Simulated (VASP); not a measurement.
# NaF in VASP: notebook, part 2 of 2

VASP 6.6.1. Earlier steps stand in the parts before.

### Step 5. Single point, PBEsol (strain -0.050 along x and y, +0.000 along z)

INCAR reads:

```
SYSTEM = NaF
PREC = Accurate ; ENCUT = 520
EDIFF = 1E-6 ; ISMEAR = 0
SIGMA = 0.05 ; LREAL = .FALSE.
LASPH = .TRUE. ; NELM = 80
ALGO = Normal ; ISIF = 2
LWAVE = .FALSE. ; LCHARG = .FALSE.
GGA = PS ; NBANDS = 14
```

KPOINTS reads:

```
regular mesh
0
G
  8 8 8
  0 0 0
```

POSCAR reads:

```
NaF
1.0
    0.0000000000      2.2071350000      2.3233000000
    2.2071350000      0.0000000000      2.3233000000
    2.2071350000      2.2071350000      0.0000000000
Na F
1 1
Direct
    0.0000000000      0.0000000000      0.0000000000
    0.5000000000      0.5000000000      0.5000000000
```

Potentials or basis: VASP PAW PBE potentials, release 64 (Na_pv, F).

Started as:

```console
cat potpaw_PBE.64/Na_pv/POTCAR potpaw_PBE.64/F/POTCAR > POTCAR
mpirun -np 1 vasp_std > vasp.out
```

OUTCAR:

```text
SYSTEM = NaF
   PREC = Accurate
   ENCUT = 520
   EDIFF = 1E-6
   ISMEAR = 0
   LREAL = .FALSE.
   LASPH = .TRUE.
   NELM = 80
   ISIF = 2
   GGA = PS

 ion  position               nearest neighbor table
   1  0.000  0.000  0.000-   2 2.21   2 2.21   2 2.21   2 2.21   2 2.32   2 2.32
   2  0.500  0.500  0.500-   1 2.21   1 2.21   1 2.21   1 2.21   1 2.32   1 2.32

  LATTYP: Found a body centered tetragonal cell.
 ALAT       =     3.1213602510
 C/A-ratio  =     1.4886458551

  Lattice vectors:

 A1 = (  -2.2071350000,   0.0000000000,   2.3233000000)
 A2 = (   2.2071350000,   0.0000000000,   2.3233000000)
 A3 = (   0.0000000000,   2.2071350000,  -2.3233000000)

Analysis of symmetry for initial positions (statically):
=====================================================================
 Subroutine PRICEL returns:
 Original cell was already a primitive cell.

 Routine SETGRP: Setting up the symmetry group for a
 body centered tetragonal supercell.

 Subroutine GETGRP returns: Found 16 space group operations
 (whereof 16 operations were pure point group operations)
 out of a pool of 16 trial point group operations.

The static configuration has the point symmetry D_4h.

Analysis of symmetry for dynamics (positions and initial velocities):
=====================================================================
 Subroutine PRICEL returns:
 Original cell was already a primitive cell.

 Routine SETGRP: Setting up the symmetry group for a
 body centered tetragonal supercell.

 Subroutine GETGRP returns: Found 16 space group operations
 (whereof 16 operations were pure point group operations)
 out of a pool of 16 trial point group operations.

The dynamic configuration has the point symmetry D_4h.

 Subroutine INISYM returns: Found 16 space group operations
 (whereof 16 operations are pure point group operations),
 and found     1 'primitive' translations

----------------------------------------------------------------------------------------

                                     Primitive cell

  volume of cell :      22.6357

  direct lattice vectors                    reciprocal lattice vectors
     0.000000000  2.207135000  2.323300000    -0.226538023  0.226538023  0.215211122
     2.207135000  0.000000000  2.323300000     0.226538023 -0.226538023  0.215211122
     2.207135000  2.207135000  0.000000000     0.226538023  0.226538023 -0.215211122

  length of vectors
     3.204554228  3.204554228  3.121360251     0.385946601  0.385946601  0.385946601

  position of ions in fractional coordinates (direct lattice)
     0.000000000  0.000000000  0.000000000
     0.500000000  0.500000000  0.500000000

  ion indices of the primitive-cell ions
   primitive index   ion index
                 1           1
                 2           2

----------------------------------------------------------------------------------------

 KPOINTS: regular mesh

Automatic generation of k-mesh.
 Grid dimensions read from file:
 generate k-points for:    8    8    8

 Generating k-lattice:

  Cartesian coordinates                     Fractional coordinates (reciprocal lattice)
    -0.028317253  0.028317253  0.026901390     0.125000000  0.000000000  0.000000000
     0.028317253 -0.028317253  0.026901390     0.000000000  0.125000000  0.000000000
     0.028317253  0.028317253 -0.026901390     0.000000000  0.000000000  0.125000000

  Length of vectors
     0.048243325  0.048243325  0.048243325

  Shift w.r.t. Gamma in fractional coordinates (k-lattice)
     0.000000000  0.000000000  0.000000000

 Subroutine IBZKPT returns following result:
 ===========================================

 Found     59 irreducible k-points:

 Following reciprocal coordinates:
            Coordinates               Weight
  0.000000  0.000000  0.000000      1.000000
  0.125000  0.000000  0.000000      8.000000
  0.250000  0.000000  0.000000      8.000000
  0.375000  0.000000  0.000000      8.000000
  0.500000  0.000000  0.000000      4.000000
  0.125000  0.125000  0.000000      2.000000
[... 16 lines left out ...]
  0.250000  0.000000  0.125000     16.000000
  0.375000  0.000000  0.125000     16.000000
 [... further k-points ...]
   k-points           NKPTS =     59   k-points in BZ     NKDIM =     59   number of bands    NBANDS=     14
   number of dos      NEDOS =    301   number of ions     NIONS =      2
   total plane-waves  NPLWV =  13824
   dimension x,y,z NGX =    24 NGY =   24 NGZ =   24
   dimension x,y,z NGXF=    48 NGYF=   48 NGZF=   48
   ions per type =               1   1
   NGX,Y,Z   is equivalent  to a cutoff of  12.45, 12.45, 12.78 a.u.
   NGXF,Y,Z  is equivalent  to a cutoff of  24.90, 24.90, 25.57 a.u.
 SYSTEM =  NaF
   PREC   = accura    normal or accurate (medium, high low for compatibility)
   ISTART =      0    job   : 0-new  1-cont  2-samecut
   ICHARG =      2    charge: 1-file 2-atom 10-const
   ISPIN  =      1    spin polarized calculation?
   LNONCOLLINEAR =      F non collinear calculations
   LSORBIT =      F    spin-orbit coupling
   LASPH  =      T    aspherical Exc in radial PAW
   ENCUT  =  520.0 eV  38.22 Ry    6.18 a.u.   5.96  5.96  5.80*2*pi/ulx,y,z
   NELM   =     80;   NELMIN=  2; NELMDL= -5     # of ELM steps
   EDIFF  = 0.1E-05   stopping-criterion for ELM
   LREAL  =      F    real-space projection
   EDIFFG = 0.1E-04   stopping-criterion for IOM
   NSW    =      0    number of steps for IOM
   IBRION =     -1    ionic relax: 0-MD 1-quasi-New 2-CG
   NFREE  =      0    steps in history (QN), initial steepest desc. (CG)
   ISIF   =      2    stress and relaxation
   ISYM   =      2    0-nonsym 1-usesym 2-fastsym
   POTIM  = 0.5000    time-step for ionic-motion
   TEBEG  =    0.0;   TEEND  =   0.0 temperature during run
   PSTRESS=    0.0 pullay stress
   NELECT =      14.0000    total number of electrons
   NUPDOWN=      -1.0000    fix difference up-down
   EMIN   =  10.00;   EMAX   =-10.00  energy-range for DOS
   EFERMI =   0.00;   METHOD = LEGACY
   ISMEAR =     0;   SIGMA  =   0.05  broadening in eV -4-tet -1-fermi 0-gaus
   EFERMI_NEDOS =   21; number of points for ismear=-14 and -15
   IALGO  =     38    algorithm
   IMIX   =      4    mixing-type and parameters
     AMIX     =   0.40;   BMIX     =  1.00
     AMIX_MAG =   1.60;   BMIX_MAG =  1.00
  volume/ion in A,a.u.               =      11.32        76.38
  Fermi-wavevector in a.u.,A,eV,Ry     =   1.394825  2.635838 26.470646  1.945538
  Thomas-Fermi vector in A             =   2.518337
   LORBIT       =      0    0 simple, 1 ext, 2 COOP (PROOUT), +10 PAW based schemes
   GGA     = PS    functional components
   LHFCALC =     F    Hartree Fock is set to
   AEXX    =    0.0000 exact exchange contribution
   IVDW    =     0    specifies the selected vdW correction
   LEPSILON=     F    determine dielectric tensor
   LRPA    =     F    only Hartree local field effects (RPA)
 non-spin polarized calculation
 Gauss-broadening in eV      SIGMA  =   0.05
  energy-cutoff  :      520.00
  volume of cell :       22.64
 maximum number of plane-waves:       628
   NGX = 11   NGY = 11   NGZ = 11

 number of electron      14.0000017 magnetization

 Free energy of the ion-electron system (eV)
  ---------------------------------------------------
  ext. energy  EPLUGINS =         0.00000000
  ---------------------------------------------------
  free energy    TOTEN  =        -8.71481122 eV

  energy without entropy =       -8.71481122  energy(sigma->0) =       -8.71481122

 E-fermi :  -1.5203     XC(G=0):  -9.8119

 val. band max:       -1.7351843065   @ k =   0.0000   0.0000   0.0000
 cond. band min:       4.9320699768   @ k =   0.0000   0.0000   0.0000
 fundamental gap:      6.6672542833
 Fermi energy:        -1.5203147990

 k-point     1 :       0.0000    0.0000    0.0000
  band No.  band energies     occupation
      1     -20.9768      2.00000
      2     -20.2436      2.00000
      3     -20.2293      2.00000
      4     -20.2293      2.00000
      5      -1.7512      2.00000
      6      -1.7352      2.00000
      7      -1.7352      2.00000
      8       4.9321      0.00000
      9      17.5166      0.00000
     10      17.9229      0.00000
     11      17.9229      0.00000
     12      20.6776      0.00000
     13      22.4002      0.00000
     14      23.9438      0.00000
[... 375 lines left out ...]
 k-point    24 :       0.3750    0.0000    0.1250
  band No.  band energies     occupation
      1     -21.4198      2.00000
      2     -20.2720      2.00000
      3     -20.2509      2.00000
      4     -19.6291      2.00000
      5      -3.1705      2.00000
      6      -2.0700      2.00000
      7      -2.0343      2.00000
      8       8.3658      0.00000
      9      12.5852      0.00000
     10      18.3421      0.00000
     11      18.7703      0.00000
     12      20.3382      0.00000
     13      23.0828      0.00000
     14      25.6139      0.00000

 [... further k-points ...]
[... 5 lines left out ...]
  --------------------------------------------------------------------------------------
  -------------------------------------------------------------------------------------
  Total        1.1419355      1.1419355      0.2452155      0.0000000      0.0000000      0.0000000
  in kB       80.8274893     80.8274893     17.3566284      0.0000000      0.0000000      0.0000000
  external PRESSURE =      59.6705357 kB  Pullay stress =       0.0000000 kB

 VOLUME and BASIS-vectors are now :
 -----------------------------------------------------------------------------
  energy-cutoff  :      520.00
  volume of cell :       22.64
      direct lattice vectors                 reciprocal lattice vectors
     0.000000000  2.207135000  2.323300000    -0.226538023  0.226538023  0.215211122
     2.207135000  0.000000000  2.323300000     0.226538023 -0.226538023  0.215211122
     2.207135000  2.207135000  0.000000000     0.226538023  0.226538023 -0.215211122

 POSITION                                       TOTAL-FORCE (eV/Angst)
 -----------------------------------------------------------------------------------
      0.00000      0.00000      0.00000         0.000000     -0.000000      0.000000
      2.20714      2.20714      2.32330        -0.000000      0.000000      0.000000
 -----------------------------------------------------------------------------------
    total drift:                                0.000000     -0.000000      0.000000

  FREE ENERGIE OF THE ION-ELECTRON SYSTEM (eV)
  ---------------------------------------------------
  free  energy   TOTEN  =        -8.7148112238 eV

  energy  without entropy=       -8.7148112238  energy(sigma->0) =       -8.71481122
```

OSZICAR:

```text
N       E                     dE             d eps       ncg     rms          rms(c)
DAV:   1     0.106698953256E+03    0.10670E+03   -0.77462E+03  1696   0.125E+03
DAV:   2    -0.446494780790E+01   -0.11116E+03   -0.10446E+03  1838   0.353E+02
DAV:   3    -0.944755607611E+01   -0.49826E+01   -0.49736E+01  2012   0.671E+01
DAV:   4    -0.948373590243E+01   -0.36180E-01   -0.36178E-01  1886   0.616E+00
DAV:   5    -0.948406350291E+01   -0.32760E-03   -0.32760E-03  2084   0.585E-01    0.495E+00
DAV:   6    -0.872857243461E+01    0.75549E+00   -0.24561E+00  2076   0.154E+01    0.173E+00
DAV:   7    -0.871643213602E+01    0.12140E-01   -0.35278E-02  1694   0.215E+00    0.102E+00
DAV:   8    -0.871453432413E+01    0.18978E-02   -0.22255E-02  1796   0.298E+00    0.148E-01
DAV:   9    -0.871495511665E+01   -0.42079E-03   -0.43210E-03  2198   0.636E-01    0.116E-01
DAV:  10    -0.871480923880E+01    0.14588E-03   -0.69233E-04  1850   0.340E-01    0.170E-02
DAV:  11    -0.871481118012E+01   -0.19413E-05   -0.39636E-05  1964   0.895E-02    0.597E-03
DAV:  12    -0.871481122380E+01   -0.43677E-07   -0.21131E-06  1868   0.164E-02
   1 F= -.87148112E+01 E0= -.87148112E+01  d E =-.108223E-11
```

Wall time 8.1 s (1 thread of Intel Xeon Platinum 8375C at 2.90GHz (Ice Lake), shared host); peak memory 0.14 GiB.

What came out:

```yaml
Free_energy: -8.7148 eV
Pressure: 6.0 GPa
Band_gap_on_the_k_mesh: 6.67 eV, direct
```

Stress tensor (GPa, compression positive):
```
8.08 0.00 0.00
0.00 8.08 0.00
0.00 0.00 1.74
```

Caveat: the cell differs from its parent crystal (strain -0.050 along x and y, +0.000 along z); the PAW data sets were made with another functional, which shifts forces and pressure a little.

### Step 6. The runs side by side

```csv
cell,gap on the mesh (eV),pressure (GPa)
"a = 3.368 Å, angles 60.0°, 2 atoms",5.76,-3.5
"a = 3.450 Å, angles 60.0°, 2 atoms",5.44,-5.5
"a = 3.163, b = 3.163, c = 3.121 Å, angles 60.4, 60.4, 59.1°, 2 atoms",6.83,7.7
"a = 3.205, b = 3.205, c = 3.121 Å, angles 60.9, 60.9, 58.3°, 2 atoms",6.67,6.0
```

Alike in all rows: task single point; level PBEsol; potentials or basis VASP PAW PBE potentials, release 64 (Na_pv, F); no spin polarisation; k mesh 8 × 8 × 8; cutoff (eV) 520; smearing gaussian 0.05 eV.

Caveats: the PAW data sets were made with another functional, which shifts forces and pressure a little.

Total energies depend on the potentials used, so only differences within one code and one set of settings carry meaning.
